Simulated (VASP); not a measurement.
# Zn18O19 (a cell with a defect): single point with PBE

The system is Zn18O19 (a cell with a defect).

```
CELL_PARAMETERS angstrom
-4.91909 -2.84004 5.29323
4.91909 -2.84004 5.29323
0.00000 5.68007 5.29323
ATOMIC_POSITIONS crystal
Zn 0.61138 0.60564 0.28003
Zn 0.60835 0.27347 0.60981
Zn 0.28291 0.93249 0.28440
Zn 0.94535 0.26047 0.32323
Zn 0.27855 0.60564 0.61286
Zn 0.61331 0.94218 0.94611
Zn 0.32171 0.26047 0.94683
Zn 0.94465 0.94217 0.61481
Zn 0.93494 0.64491 0.93646
Zn 0.56607 0.21184 0.23046
Zn 0.55693 0.88158 0.55842
Zn 0.22265 0.53839 0.22419
Zn 0.89301 0.88085 0.22885
Zn 0.22899 0.21181 0.56758
Zn 0.56095 0.55506 0.88976
Zn 0.22733 0.88083 0.89455
Zn 0.88826 0.55506 0.56249
Zn 0.87288 0.20480 0.87438
O 0.73812 0.73097 0.40599
O 0.73029 0.40335 0.73180
O 0.40593 0.06538 0.40742
O 0.07708 0.39980 0.42623
O 0.40447 0.73099 0.73962
O 0.74218 0.06049 0.07674
O 0.42469 0.39981 0.07858
O 0.07525 0.06050 0.74371
O 0.07515 0.73017 0.07668
O 0.68848 0.34398 0.35119
O 0.68170 0.01154 0.68317
O 0.34938 0.66958 0.35087
O 0.02098 0.00006 0.35613
O 0.34973 0.34397 0.68996
O 0.67579 0.68476 0.01972
O 0.35464 0.00006 0.02247
O 0.01826 0.68475 0.67732
O 0.95860 0.38670 0.96021
O 0.08518 0.31930 0.08668
```

This cell differs from its parent crystal: with an interstitial atom, then relaxed in part.

```yaml
Program: VASP 6.6.1
Task: single point
Functional: PBE
Potentials_or_basis: VASP PAW PBE potentials, release 64 (Zn, O)
Cutoff: 520 eV
k_mesh: 2 × 2 × 2, shifted
Occupations: gaussian, width 0.01 eV
Spin: no spin polarisation
```

```yaml
Largest_force: 0.154 eV/Å
```

Forces on the atoms (eV/Å):
```
Zn  -0.004  0.002  0.001
Zn  -0.003  0.002 -0.011
Zn   0.000 -0.001  0.001
Zn   0.002  0.023  0.007
Zn  -0.003  0.005  0.001
Zn   0.002 -0.017  0.009
Zn  -0.018 -0.011  0.008
Zn   0.017  0.008  0.009
Zn   0.019 -0.011  0.016
Zn  -0.002  0.008 -0.002
Zn  -0.001  0.000  0.000
Zn  -0.002  0.001 -0.001
Zn   0.001 -0.002 -0.001
Zn  -0.006 -0.003 -0.004
Zn   0.002 -0.004  0.002
Zn   0.004  0.001 -0.001
Zn   0.005  0.002  0.002
Zn  -0.001  0.000 -0.020
O   -0.002  0.000 -0.002
O    0.000 -0.001  0.011
O    0.005 -0.003 -0.005
O    0.001 -0.008  0.011
O   -0.002  0.002 -0.003
O   -0.009  0.008  0.001
O    0.007  0.002  0.008
O   -0.014 -0.003  0.001
O   -0.010  0.005  0.012
O    0.012 -0.013 -0.002
O    0.003  0.000 -0.001
O   -0.002  0.000 -0.022
O   -0.013 -0.013 -0.008
O    0.021 -0.002 -0.003
O   -0.006  0.017 -0.004
O    0.004  0.016 -0.010
O   -0.016 -0.003 -0.001
O    0.095 -0.055 -0.108
O   -0.087  0.048  0.110
```

Levels at points of the mesh, in eV from the Fermi level:
```tsv
k point	band 162	band 163	band 164	band 165	band 166	band 167	band 168	band 169	band 170	band 171
(0.25, 0.25, 0.25)	-2.48	-2.47	-2.25	-2.17	-0.49	1.52	1.79	1.85	2.10	2.36
```

It took 22 min on 1 thread of Oxide Virtual Turin-like Processor (shared host), peak memory 0.58 GiB.

Caveat: the cell carries a net charge on a neutralising background, which shifts energy and pressure; the cell differs from its parent crystal (with an interstitial atom, then relaxed in part); the cell is charged against a uniform background, so pressure and absolute levels hang on convention.
